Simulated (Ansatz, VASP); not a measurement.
MgO: VASP beside Ansatz

The input INCAR:

```
PREC = Accurate
ENCUT = 520
EDIFF = 1E-6
ISMEAR = 0
SIGMA = 0.05
LREAL = False
LASPH = True
NELM = 60
ALGO = Normal
ISIF = 2
LWAVE = False
LCHARG = False
GGA = PE
NBANDS = 16
```

Contents of KPOINTS:

```
regular mesh
0
Gamma
  9 9 6
```

Contents of POSCAR:

```
MgO
1.0
    3.3152853999      0.0000000000      0.0000000000
   -1.6576427000      2.8711213771      0.0000000000
    0.0000000000      0.0000000000      4.7118000000
Mg O
2 2
Direct
    0.3333333333      0.6666666667      0.0063188013
    0.6666666667      0.3333333333      0.5063188013
    0.3333333333      0.6666666667      0.3982811987
    0.6666666667      0.3333333333      0.8982811987
```

Input for Ansatz:

```yaml
crystal:
  lattice:
    - [3.3152853999, 0.0, 0.0]
    - [-1.6576427, 2.8711213771, 0.0]
    - [0.0, 0.0, 4.7118]
  atoms:
    - { symbol: Mg, position: [0.3333333333, 0.6666666667, 0.0063188013] }
    - { symbol: Mg, position: [0.6666666667, 0.3333333333, 0.5063188013] }
    - { symbol: O, position: [0.3333333333, 0.6666666667, 0.3982811987] }
    - { symbol: O, position: [0.6666666667, 0.3333333333, 0.8982811987] }
basis:
  ecutwfc: 520.0
kpoints:
  mp_grid: { grid: [9, 9, 6] }
hamiltonian:
  xc: pbe
  pseudopotentials: { kind: paw, azcp: { folder: soft_1 } }
scf:
  occupations: { method: gaussian, width: 0.05 }
output:
  forces: true
  stress: true
  eigenvalues: true
```

Alike in both runs: task single point; functional PBE; k mesh 9 × 9 × 6; occupations gaussian, width 0.05 eV; no spin polarisation.

```csv
,VASP,Ansatz
version,VASP 6.6.1,Ansatz 0.2.0
potentials or method,"VASP PAW PBE potentials, release 64 (Mg, O), cutoff 520 eV","scalar-relativistic, plane waves, PAW"
valence electrons in the cell,16,32
```

Ansatz gave:

* gap on the k mesh at the Fermi level (eV): 3.73
* least direct gap on the mesh (eV): 3.73
* pressure (GPa): 11.8
* traceless stress, the component that is largest in VASP (GPa): 14.03
* rms of the force components (eV/Å): 0.824

Q: What did VASP give for the same quantities?

A: gap on the k mesh at the Fermi level (eV): 3.71; least direct gap on the mesh (eV): 3.71; pressure (GPa): 11.5; traceless stress, the component that is largest in VASP (GPa): 14.28; rms of the force components (eV/Å): 0.837.

Atom by atom the forces differ by 0.013 eV/Å (rms over components). With one functional, cell and mesh, what is left measures potentials, basis and numerics. VASP's potentials hold 16 valence electrons a cell and Ansatz's 32, so a difference there can come from the potentials and not from the codes.
